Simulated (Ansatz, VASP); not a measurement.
# Two plane-wave programs on HfN

The input INCAR:

```
PREC = Accurate
ENCUT = 520
EDIFF = 1E-6
ISMEAR = 0
SIGMA = 0.15
LREAL = F
LASPH = T
NELM = 60
ALGO = Normal
ISIF = 2
LWAVE = F
LCHARG = F
GGA = PE
NBANDS = 14
```

The input KPOINTS:

```
Automatic mesh
0
Gamma
  18 18 18
```

Contents of POSCAR:

```
HfN
1.0
    0.0000000000      2.2590000000      2.2590000000
    2.2590000000      0.0000000000      2.2590000000
    2.2590000000      2.2590000000      0.0000000000
Hf N
1 1
Direct
    0.0000000000      0.0000000000      0.0000000000
    0.4530473585      0.5000000000      0.5000000000
```

Input for Ansatz:

```yaml
crystal:
  lattice:
    - [0.0, 2.259, 2.259]
    - [2.259, 0.0, 2.259]
    - [2.259, 2.259, 0.0]
  atoms:
    - { symbol: Hf, position: [0.0, 0.0, 0.0] }
    - { symbol: "N", position: [0.4530473585, 0.5, 0.5] }
basis:
  ecutwfc: 420
kpoints:
  mp_grid: { grid: [18, 18, 18] }
hamiltonian:
  xc: pbe
scf:
  occupations: { method: gaussian, width: 0.15 }
output:
  forces: true
  stress: true
  eigenvalues: true
```

Change from the starting cell: all N atoms moved +0.150 Å, as atom 2 towards its neighbour atom 2 (N) at 3.195 Å.

Alike in both runs: task single point; functional PBE; k mesh 18 × 18 × 18; occupations gaussian, width 0.15 eV; no spin polarisation.

|  | VASP | Ansatz |
| --- | --- | --- |
| version | VASP 6.6.1 | Ansatz 0.2.0 |
| potentials or method | VASP PAW PBE potentials, release 64 (Hf_pv, N), cutoff 520 eV | scalar-relativistic, plane waves, PAW |
| valence electrons in the cell | 15 | 31 |

|  | VASP | Ansatz | Ansatz less VASP |
| --- | --- | --- | --- |
| gap on the k mesh at the Fermi level (eV) | none | none | - |
| pressure (GPa) | 6.1 | 8.4 | +2.31 |
| traceless stress, the component that is largest in VASP (GPa) | -2.83 | -2.84 | -0.012 |
| rms of the force components (eV/Å) | 1.007 | 1.006 | -0.0010 |

Atom by atom the forces differ by 0.001 eV/Å (rms over components). A gap of «none» marks a metal or a gap that the smearing closes. VASP's potentials hold 15 valence electrons a cell and Ansatz's 31, so a difference there can come from the potentials and not from the codes.

Neither program's run includes spin-orbit coupling.
